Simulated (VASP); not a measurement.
A run of VASP 6.6.1 is set up as follows.

Contents of INCAR:

```
PREC = Accurate ; ENCUT = 520
EDIFF = 1E-7 ; ISMEAR = 0
SIGMA = 0.15 ; LREAL = F
LASPH = T ; NELM = 100
ALGO = Fast ; ISIF = 2
LWAVE = F ; LCHARG = T
GGA = PE ; LELF = T
LVHAR = T ; NBANDS = 13
```

File KPOINTS:

```
regular mesh
0
Gamma
  22 22 22
```

POSCAR

```
Ru
1.0
    0.0000000000      1.9150000000      1.8192500000
    1.9150000000      0.0000000000      1.8192500000
    1.9150000000      1.9150000000      0.0000000000
Ru
1
Direct
    0.0000000000      0.0000000000      0.0000000000
```

Potentials or basis: VASP PAW PBE potentials, release 64 (Ru_pv).

The run is started by

```bash
$ cat potpaw_PBE.64/Ru_pv/POTCAR > POTCAR
$ mpirun -np 1 vasp_std > vasp.out
```

(1) Predict the pressure.

(2) Estimate the band gap on the k mesh.

Answers

(1) 12.3 GPa.

(2) zero (bands 7 and 8 overlap by 3.81 eV).

Caveat: the cell differs from its parent crystal (strain -0.0500 x Voigt [0, 0, 1, 0, 0, 0]); the cell stands under pressure.
